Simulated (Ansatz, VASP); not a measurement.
V in VASP and in Ansatz

```
CELL_PARAMETERS angstrom
2.61252 0.00000 0.00000
-1.30626 2.26251 0.00000
0.00000 0.00000 4.68790
ATOMIC_POSITIONS crystal
V 0.33333 0.66667 0.25000
V 0.66667 0.33333 0.75000
```

Alike in both runs: task single point; functional PBE; k mesh 18 × 18 × 10; occupations fermi-dirac, width 0.28 eV; collinear spin.

|  | VASP | Ansatz |
| --- | --- | --- |
| version | VASP 6.6.1 | Ansatz 0.2.0 |
| potentials or method | VASP PAW PBE potentials, release 64 (V_sv), cutoff 520 eV | all-electron LAPW, scalar-relativistic |

```tsv
	VASP	Ansatz	Ansatz less VASP
pressure (GPa)	2.9	2.7	-0.25
traceless stress, the component that is largest in VASP (GPa)	-2.34	-2.30	+0.041
net moment per atom (μB)	0.00	0.00	0.000
```

Ansatz ran all-electron here, and VASP with PAW potentials. Ansatz's warnings: seeded moment not kept.
